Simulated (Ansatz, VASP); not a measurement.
## C in VASP and in Ansatz

File INCAR:

```
ALGO = Normal ; EDIFF = 1E-7
EDIFFG = -0.003 ; ENCUT = 910
GGA = PE ; GGA_COMPAT = F
IBRION = 2 ; ISIF = 3
ISMEAR = -1 ; LASPH = T
LCHARG = F ; LREAL = F
LWAVE = F ; NELM = 120
NELMIN = 4 ; NSW = 100
PREC = Accurate ; SIGMA = 0.05
```

Contents of KPOINTS:

```
k-points
0
Gamma
  15 15 5
```

The input POSCAR:

```
C
1.0
    2.4640000000      0.0000000000      0.0000000000
   -1.2320000000      2.1338865949      0.0000000000
    0.0000000000      0.0000000000      6.7110000000
C
4
Direct
    0.0000000000      0.0000000000      0.2500000000
    0.0000000000      0.0000000000      0.7500000000
    0.3333333333      0.6666666667      0.2500000000
    0.6666666667      0.3333333333      0.7500000000
```

Input for Ansatz:

```yaml
crystal:
  lattice:
    - [2.464, 0.0, 0.0]
    - [-1.232, 2.1338865949, 0.0]
    - [0.0, 0.0, 6.711]
  atoms:
    - { symbol: C, position: [0.0, 0.0, 0.25] }
    - { symbol: C, position: [0.0, 0.0, 0.75] }
    - { symbol: C, position: [0.3333333333, 0.6666666667, 0.25] }
    - { symbol: C, position: [0.6666666667, 0.3333333333, 0.75] }
kpoints:
  mp_grid: { grid: [15, 15, 5] }
scf:
  occupations: { method: fermi_dirac, width: 0.05 }
hamiltonian:
  xc: pbe
  pseudopotentials: { kind: paw }
output:
  forces: true
  stress: true
relax:
  f_tol: 0.003
  max_steps: 80
  cell: {}
```

Alike in both runs: task relaxation of cell and atoms; functional PBE; k mesh 15 × 15 × 5; occupations fermi-dirac, width 0.05 eV; no spin polarisation.

|  | VASP | Ansatz |
| --- | --- | --- |
| version | VASP 6.6.1 | Ansatz 0.2.0 |
| potentials or method | VASP PAW PBE potentials, release 64 (C_h) | PAW with Ansatz's default frozen-core files, scalar-relativistic |
| plane-wave cutoff (eV) | 910 | 420 |
| valence electrons in the cell | 16 | 16 |

VASP gave:

- relaxed volume (Å³/atom): 9.64
- relaxed cell length with the largest relative difference (Å): 7.329

Question: What did Ansatz give for the same quantities?

Answer: Relaxed volume (Å³/atom): 11.18; relaxed cell length with the largest relative difference (Å): 8.488.

One of these differences is far larger than is usual between the two programs; its cause wasn't traced.

Noted on VASP's run: the cutoff is short for stress, so the pressure is rough.
